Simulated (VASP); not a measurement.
# BaF2 (Fm-3m) in VASP: notebook, part 2 of 2

VASP 6.6.1. The steps go on from the part before.

## (3) Electric field gradients, LDA (19.66 Å³/atom)

This run uses another cell than the first one, of 19.66 Å³/atom.

The input, INCAR:

```
SYSTEM = BaF2
ALGO = Normal
EDIFF = 1E-8
ENCUT = 1010
GGA_COMPAT = .False.
ISIF = 2
ISMEAR = -1
LASPH = .True.
LCHARG = .False.
LEFG = .True.
LREAL = .False.
LWAVE = .False.
NBANDS = 19
NELM = 120
PREC = Accurate
SIGMA = 0.01
```

The input, KPOINTS:

```
k-points
0
Gamma
  8 8 8
  0 0 0
```

The input, POSCAR:

```
BaF2
1.0
    0.0000000000      3.0896818624      3.0896818624
    3.0896818624      0.0000000000      3.0896818624
    3.0896818624      3.0896818624      0.0000000000
Ba F
1 2
Direct
    0.0000000000      0.0000000000      0.0000000000
    0.2500000000      0.2500000000      0.2500000000
    0.7500000000      0.7500000000      0.7500000000
```

Potentials or basis: VASP PAW LDA potentials, release 64 (Ba_sv, F_h).

Command:

```bash
cat potpaw_LDA.64/Ba_sv/POTCAR potpaw_LDA.64/F_h/POTCAR > POTCAR
mpirun -np 1 vasp_std > vasp.out
```

OUTCAR:

```text
SYSTEM = BaF2
   EDIFF = 1E-8
   ENCUT = 1010
   ISIF = 2
   ISMEAR = -1
   LASPH = .True.
   LREAL = .False.
   NELM = 120
   PREC = Accurate

 ion  position               nearest neighbor table
   1  0.000  0.000  0.000-   3 2.68   3 2.68   3 2.68   2 2.68   3 2.68   2 2.68   2 2.68   2 2.68

   2  0.250  0.250  0.250-   1 2.68   1 2.68   1 2.68   1 2.68
   3  0.750  0.750  0.750-   1 2.68   1 2.68   1 2.68   1 2.68

  LATTYP: Found a face centered cubic cell.
 ALAT       =     6.1793637248

  Lattice vectors:

 A1 = (   0.0000000000,   3.0896818624,   3.0896818624)
 A2 = (   3.0896818624,   0.0000000000,   3.0896818624)
 A3 = (   3.0896818624,   3.0896818624,   0.0000000000)

Analysis of symmetry for initial positions (statically):
=====================================================================
 Subroutine PRICEL returns:
 Original cell was already a primitive cell.

 Routine SETGRP: Setting up the symmetry group for a
 face centered cubic supercell.

 Subroutine GETGRP returns: Found 48 space group operations
 (whereof 48 operations were pure point group operations)
 out of a pool of 48 trial point group operations.

The static configuration has the point symmetry O_h .

Analysis of symmetry for dynamics (positions and initial velocities):
=====================================================================
 Subroutine PRICEL returns:
 Original cell was already a primitive cell.

 Routine SETGRP: Setting up the symmetry group for a
 face centered cubic supercell.

 Subroutine GETGRP returns: Found 48 space group operations
 (whereof 48 operations were pure point group operations)
[... 672 lines left out ...]
      6     -10.0185      2.00000
[... 11 lines left out ...]
     18      10.3464      0.00000
     19      11.6490      0.00000

 [... further k-points ...]

------------------------ aborting loop because EDIFF is reached ----------------------------------------

  FORCE on cell =-STRESS in cart. coord.  units (eV):
  Direction    XX          YY          ZZ          XY          YZ          ZX
  --------------------------------------------------------------------------------------
  -------------------------------------------------------------------------------------
  Total       -0.9961591     -0.9961591     -0.9961591     -0.0000000      0.0000000      0.0000000
  in kB      -27.0562742    -27.0562742    -27.0562742     -0.0000000      0.0000000      0.0000000
  external PRESSURE =     -27.0562742 kB  Pullay stress =       0.0000000 kB

 VOLUME and BASIS-vectors are now :
 -----------------------------------------------------------------------------
  energy-cutoff  :     1010.00
  volume of cell :       58.99
      direct lattice vectors                 reciprocal lattice vectors
     0.000000000  3.089681862  3.089681862    -0.161828959  0.161828959  0.161828959
     3.089681862  0.000000000  3.089681862     0.161828959 -0.161828959  0.161828959
     3.089681862  3.089681862  0.000000000     0.161828959  0.161828959 -0.161828959

 POSITION                                       TOTAL-FORCE (eV/Angst)
 -----------------------------------------------------------------------------------
      0.00000      0.00000      0.00000         0.000000     -0.000000      0.000000
      1.54484      1.54484      1.54484         0.000000      0.000000     -0.000000
      4.63452      4.63452      4.63452        -0.000000     -0.000000     -0.000000
 -----------------------------------------------------------------------------------
    total drift:                               -0.000000     -0.000000      0.000000

  FREE ENERGIE OF THE ION-ELECTRON SYSTEM (eV)
  ---------------------------------------------------
  free  energy   TOTEN  =       -18.6225285167 eV

  energy  without entropy=      -18.6225285167  energy(sigma->0) =      -18.62252852

 Electric field gradients (V/A^2)
---------------------------------------------------------------------
 ion       V_xx      V_yy      V_zz      V_xy      V_xz      V_yz
---------------------------------------------------------------------
   1       0.000    -0.000     0.000    -0.000    -0.000    -0.000
   2       0.000    -0.000    -0.000    -0.005    -0.005    -0.005
   3       0.000    -0.000     0.000    -0.005    -0.005    -0.005
---------------------------------------------------------------------

 Electric field gradients after diagonalization (V/A^2)
 (convention: |V_zz| > |V_xx| > |V_yy|)
----------------------------------------------------------------------
 ion       V_xx      V_yy      V_zz     asymmetry (V_yy - V_xx)/ V_zz
----------------------------------------------------------------------
   1       0.000     0.000    -0.000       0.000
   2       0.005     0.005    -0.010       0.000
   3       0.005     0.005    -0.010       0.000
----------------------------------------------------------------------

           NMR quadrupolar parameters

 Cq : quadrupolar parameter    Cq=e*Q*V_zz/h
 eta: asymmetry parameters     (V_yy - V_xx)/ V_zz
 Q  : nuclear electric quadrupole moment in mb (millibarn)
----------------------------------------------------------------------
 ion       Cq(MHz)       eta       Q (mb)
----------------------------------------------------------------------
   1      -0.000       0.000       1.000
   2      -0.000       0.000       1.000
   3      -0.000       0.000       1.000
----------------------------------------------------------------------
```

OSZICAR:

```text
N       E                     dE             d eps       ncg     rms          rms(c)
DAV:   1     0.244975241046E+03    0.24498E+03   -0.18372E+04  1102   0.200E+03
DAV:   2     0.501865777855E+01   -0.23996E+03   -0.22874E+03  1563   0.328E+02
DAV:   3    -0.198023555027E+02   -0.24821E+02   -0.24653E+02  1275   0.111E+02
DAV:   4    -0.203281790684E+02   -0.52582E+00   -0.52466E+00  1580   0.164E+01
DAV:   5    -0.203352325772E+02   -0.70535E-02   -0.70529E-02  1298   0.160E+00    0.849E+00
DAV:   6    -0.187182306318E+02    0.16170E+01   -0.68548E+00  1216   0.204E+01    0.445E+00
DAV:   7    -0.186554490087E+02    0.62782E-01   -0.26546E-01  1199   0.447E+00    0.239E+00
DAV:   8    -0.186204162761E+02    0.35033E-01   -0.62999E-02  1275   0.293E+00    0.323E-01
DAV:   9    -0.186216075882E+02   -0.11913E-02   -0.54521E-03  1460   0.497E-01    0.146E-01
DAV:  10    -0.186225240872E+02   -0.91650E-03   -0.80625E-04  1144   0.217E-01    0.389E-02
DAV:  11    -0.186225214202E+02    0.26671E-05   -0.35386E-05  1296   0.538E-02    0.208E-02
DAV:  12    -0.186225286987E+02   -0.72786E-05   -0.68054E-06  1183   0.200E-02    0.354E-03
DAV:  13    -0.186225285196E+02    0.17911E-06   -0.48376E-07  1335   0.583E-03    0.149E-03
DAV:  14    -0.186225285167E+02    0.29240E-08   -0.89443E-08  1238   0.240E-03
   1 F= -.18622529E+02 E0= -.18622529E+02  d E =-.104001E-10
```

stdout:

```text
POSCAR found type information on POSCAR BaF
 POSCAR found :  2 types and       3 ions
 scaLAPACK will be used
 LDA part: xc-table for (Slater(with rela. corr.)+CA(PZ))
 , standard interpolation
 POSCAR, INCAR and KPOINTS ok, starting setup
 FFT: planning ... GRIDC
 FFT: planning ... GRID_SOFT
 FFT: planning ... GRID
 WAVECAR not read
 entering main loop
ion   1

ion   2

ion   3
```

Wall time 74 s (1 thread of Intel Xeon Platinum 8488C (Sapphire Rapids), shared host); peak memory 0.31 GiB.

Results:

- Free energy: -18.6225 eV
- Pressure: -2.7 GPa
- Band gap on the k mesh: 6.43 eV (least direct gap 6.53 eV)
- Largest electric field gradient by atom: under 0.05 V/Å² on every atom

Levels at points of the mesh, in eV from the valence-band top:
```csv
k point,band 9,band 10,band 11,band 12,band 13,band 14,band 15,band 16
"(0.00, 0.00, 0.00)",-1.59,-0.09,-0.09,-0.09,6.43,9.11,9.11,11.40
"(0.50, 0.00, 0.00)",-0.72,-0.36,-0.17,-0.17,9.00,9.09,9.09,9.41
"(0.50, 0.50, 0.00)",-0.39,-0.33,-0.33,-0.15,7.01,8.93,10.71,12.02
```

Caveat: spin-orbit coupling is left out, which moves the levels of the heavy elements. A k mesh can miss the band edges.

## (4) Electric field gradients, LDA (18.67 Å³/atom)

This run uses another cell than the first one, of 18.67 Å³/atom.

The input, INCAR:

```
SYSTEM = BaF2
PREC     = Accurate       ! precision mode
ENCUT    = 1010           ! plane-wave cutoff, eV
EDIFF    = 1E-8           ! SCF threshold, eV
ISMEAR   = -1             ! smearing method
SIGMA    = 0.01           ! smearing width, eV
LREAL    = .FALSE.        ! projectors in reciprocal space
LASPH    = .TRUE.         ! aspherical terms in the spheres
NELM     = 120            ! most SCF steps
ALGO     = Normal         ! electronic algorithm
ISIF     = 2              ! what is computed and relaxed
LWAVE    = .FALSE.        ! write WAVECAR
LCHARG   = .FALSE.        ! write CHGCAR
GGA      = CA             ! functional
LEFG     = .TRUE.       
NBANDS   = 19             ! bands
GGA_COMPAT= .FALSE.
```

The input, KPOINTS:

```
Automatic mesh
0
G
  8 8 8
  0 0 0
```

The input, POSCAR:

```
BaF2
1.0
    0.0000000000      3.0367659163      3.0367659163
    3.0367659163      0.0000000000      3.0367659163
    3.0367659163      3.0367659163      0.0000000000
Ba F
1 2
Direct
    0.0000000000      0.0000000000      0.0000000000
    0.2500000000      0.2500000000      0.2500000000
    0.7500000000      0.7500000000      0.7500000000
```

Potentials or basis: VASP PAW LDA potentials, release 64 (Ba_sv, F_h).

Command:

```bash
cat potpaw_LDA.64/Ba_sv/POTCAR potpaw_LDA.64/F_h/POTCAR > POTCAR
mpirun -np 1 vasp_std > vasp.out
```

OUTCAR:

```text
SYSTEM = BaF2
   PREC = Accurate
   ENCUT = 1010
   EDIFF = 1E-8
   ISMEAR = -1
   LREAL = .FALSE.
   LASPH = .TRUE.
   NELM = 120
   ISIF = 2
   GGA = CA

 ion  position               nearest neighbor table
   1  0.000  0.000  0.000-   3 2.63   3 2.63   3 2.63   2 2.63   2 2.63   2 2.63   3 2.63   2 2.63

   2  0.250  0.250  0.250-   1 2.63   1 2.63   1 2.63   1 2.63
   3  0.750  0.750  0.750-   1 2.63   1 2.63   1 2.63   1 2.63

  LATTYP: Found a face centered cubic cell.
 ALAT       =     6.0735318326

  Lattice vectors:

 A1 = (   0.0000000000,   3.0367659163,   3.0367659163)
 A2 = (   3.0367659163,   0.0000000000,   3.0367659163)
 A3 = (   3.0367659163,   3.0367659163,   0.0000000000)

Analysis of symmetry for initial positions (statically):
=====================================================================
 Subroutine PRICEL returns:
 Original cell was already a primitive cell.

 Routine SETGRP: Setting up the symmetry group for a
 face centered cubic supercell.

 Subroutine GETGRP returns: Found 48 space group operations
 (whereof 48 operations were pure point group operations)
 out of a pool of 48 trial point group operations.

The static configuration has the point symmetry O_h .

Analysis of symmetry for dynamics (positions and initial velocities):
=====================================================================
 Subroutine PRICEL returns:
 Original cell was already a primitive cell.

 Routine SETGRP: Setting up the symmetry group for a
 face centered cubic supercell.

 Subroutine GETGRP returns: Found 48 space group operations
 (whereof 48 operations were pure point group operations)
 out of a pool of 48 trial point group operations.

The dynamic configuration has the point symmetry O_h .

 Subroutine INISYM returns: Found 48 space group operations
 (whereof 48 operations are pure point group operations),
 and found     1 'primitive' translations

----------------------------------------------------------------------------------------

                                     Primitive cell

  volume of cell :      56.0098

  direct lattice vectors                    reciprocal lattice vectors
     0.000000000  3.036765916  3.036765916    -0.164648845  0.164648845  0.164648845
     3.036765916  0.000000000  3.036765916     0.164648845 -0.164648845  0.164648845
     3.036765916  3.036765916  0.000000000     0.164648845  0.164648845 -0.164648845

  length of vectors
     4.294635545  4.294635545  4.294635545     0.285180165  0.285180165  0.285180165

  position of ions in fractional coordinates (direct lattice)
     0.000000000  0.000000000  0.000000000
     0.250000000  0.250000000  0.250000000
     0.750000000  0.750000000  0.750000000

  ion indices of the primitive-cell ions
   primitive index   ion index
                 1           1
                 2           2
                 3           3

----------------------------------------------------------------------------------------

 KPOINTS: Automatic mesh

Automatic generation of k-mesh.
[... 78 lines left out ...]
   NUPDOWN=      -1.0000    fix difference up-down
   EMIN   =  10.00;   EMAX   =-10.00  energy-range for DOS
   EFERMI =   0.00;   METHOD = LEGACY
   ISMEAR =    -1;   SIGMA  =   0.01  broadening in eV -4-tet -1-fermi 0-gaus
   EFERMI_NEDOS =   21; number of points for ismear=-14 and -15
   IALGO  =     38    algorithm
   IMIX   =      4    mixing-type and parameters
     AMIX     =   0.40;   BMIX     =  1.00
     AMIX_MAG =   1.60;   BMIX_MAG =  1.00
  volume/ion in A,a.u.               =      18.67       125.99
  Fermi-wavevector in a.u.,A,eV,Ry     =   1.234214  2.332327 20.725552  1.523285
  Thomas-Fermi vector in A             =   2.368913
   LORBIT       =      0    0 simple, 1 ext, 2 COOP (PROOUT), +10 PAW based schemes
   GGA     = CA    functional components
   LHFCALC =     F    Hartree Fock is set to
   AEXX    =    0.0000 exact exchange contribution
   IVDW    =     0    specifies the selected vdW correction
   LEPSILON=     F    determine dielectric tensor
   LRPA    =     F    only Hartree local field effects (RPA)
 non-spin polarized calculation
  energy-cutoff  :     1010.00
  volume of cell :       56.01
 maximum number of plane-waves:      4128
 NGX is ok and might be reduce to    48
   NGX = 23   NGY = 23   NGZ = 23

 number of electron      24.0000006 magnetization

 Free energy of the ion-electron system (eV)
  ---------------------------------------------------
  ext. energy  EPLUGINS =         0.00000000
  ---------------------------------------------------
  free energy    TOTEN  =       -18.64097628 eV

  energy without entropy =      -18.64097628  energy(sigma->0) =      -18.64097628

 E-fermi :  -1.5627     XC(G=0):  -9.6191

 val. band max:       -1.8690883038   @ k =  -0.2500   0.2500   0.0000
 cond. band min:       4.7683697880   @ k =   0.0000   0.0000   0.0000
 fundamental gap:      6.6374580918
 Fermi energy:        -1.5626626828

 k-point     1 :       0.0000    0.0000    0.0000
  band No.  band energies     occupation
      1     -24.6711      2.00000
      2     -20.4844      2.00000
      3     -20.3531      2.00000
      4      -9.4333      2.00000
      5      -9.4333      2.00000
      6      -9.4333      2.00000
[... 505 lines left out ...]
      6      -9.6138      2.00000
[... 11 lines left out ...]
     18      10.9610      0.00000
     19      12.4560      0.00000

 [... further k-points ...]

------------------------ aborting loop because EDIFF is reached ----------------------------------------

  FORCE on cell =-STRESS in cart. coord.  units (eV):
  Direction    XX          YY          ZZ          XY          YZ          ZX
  --------------------------------------------------------------------------------------
  -------------------------------------------------------------------------------------
  Total        0.2448930      0.2448930      0.2448930     -0.0000000     -0.0000000      0.0000000
  in kB        7.0052392      7.0052392      7.0052392     -0.0000000     -0.0000000      0.0000000
  external PRESSURE =       7.0052392 kB  Pullay stress =       0.0000000 kB

 VOLUME and BASIS-vectors are now :
 -----------------------------------------------------------------------------
  energy-cutoff  :     1010.00
  volume of cell :       56.01
      direct lattice vectors                 reciprocal lattice vectors
     0.000000000  3.036765916  3.036765916    -0.164648845  0.164648845  0.164648845
     3.036765916  0.000000000  3.036765916     0.164648845 -0.164648845  0.164648845
     3.036765916  3.036765916  0.000000000     0.164648845  0.164648845 -0.164648845

 POSITION                                       TOTAL-FORCE (eV/Angst)
 -----------------------------------------------------------------------------------
      0.00000      0.00000      0.00000         0.000000     -0.000000      0.000000
      1.51838      1.51838      1.51838        -0.000000     -0.000000     -0.000000
      4.55515      4.55515      4.55515         0.000000      0.000000      0.000000
 -----------------------------------------------------------------------------------
    total drift:                               -0.000000     -0.000000      0.000000

  FREE ENERGIE OF THE ION-ELECTRON SYSTEM (eV)
  ---------------------------------------------------
  free  energy   TOTEN  =       -18.6409762845 eV

  energy  without entropy=      -18.6409762845  energy(sigma->0) =      -18.64097628

 Electric field gradients (V/A^2)
---------------------------------------------------------------------
 ion       V_xx      V_yy      V_zz      V_xy      V_xz      V_yz
---------------------------------------------------------------------
   1       0.000     0.000    -0.000     0.000     0.000     0.000
   2      -0.000    -0.000    -0.000    -0.005    -0.005    -0.005
   3      -0.000    -0.000    -0.000    -0.005    -0.005    -0.005
---------------------------------------------------------------------

 Electric field gradients after diagonalization (V/A^2)
 (convention: |V_zz| > |V_xx| > |V_yy|)
----------------------------------------------------------------------
 ion       V_xx      V_yy      V_zz     asymmetry (V_yy - V_xx)/ V_zz
----------------------------------------------------------------------
   1      -0.000    -0.000     0.000       0.000
   2       0.005     0.005    -0.010       0.000
   3       0.005     0.005    -0.010       0.000
----------------------------------------------------------------------

           NMR quadrupolar parameters

 Cq : quadrupolar parameter    Cq=e*Q*V_zz/h
 eta: asymmetry parameters     (V_yy - V_xx)/ V_zz
 Q  : nuclear electric quadrupole moment in mb (millibarn)
----------------------------------------------------------------------
 ion       Cq(MHz)       eta       Q (mb)
----------------------------------------------------------------------
   1       0.000       0.000       1.000
   2      -0.000       0.000       1.000
   3      -0.000       0.000       1.000
----------------------------------------------------------------------
```

It took 2.9 min on 1 thread of AMD EPYC 7R43 (Zen 3), shared host; peak memory 0.26 GiB.

What came out:

- Free energy: -18.6410 eV
- Pressure: 0.7 GPa
- Band gap on the k mesh: 6.64 eV (least direct gap 6.77 eV)
- Largest electric field gradient by atom: under 0.05 V/Å² on every atom

Caveat: spin-orbit coupling is left out, which moves the levels of the heavy elements.

## (5) The runs side by side

```csv
cell,gap on the mesh (eV),pressure (GPa)
"a = 4.442 Å, angles 60.0°, 3 atoms",6.23,-5.3
"a = 4.369 Å, angles 60.0°, 3 atoms",6.43,-2.7
"a = 4.295 Å, angles 60.0°, 3 atoms",6.64,0.7
```

Alike in all rows: task electric field gradients; level LDA; potentials or basis VASP PAW LDA potentials, release 64 (Ba_sv, F_h); no spin polarisation; k mesh 8 × 8 × 8; cutoff (eV) 1010; smearing fermi-dirac 0.01 eV.

Caveats: spin-orbit coupling is left out, which moves the levels of the heavy elements; the cell stands under tension (at least some runs).

Total energies depend on the potentials used, so only differences within one code and one set of settings carry meaning.
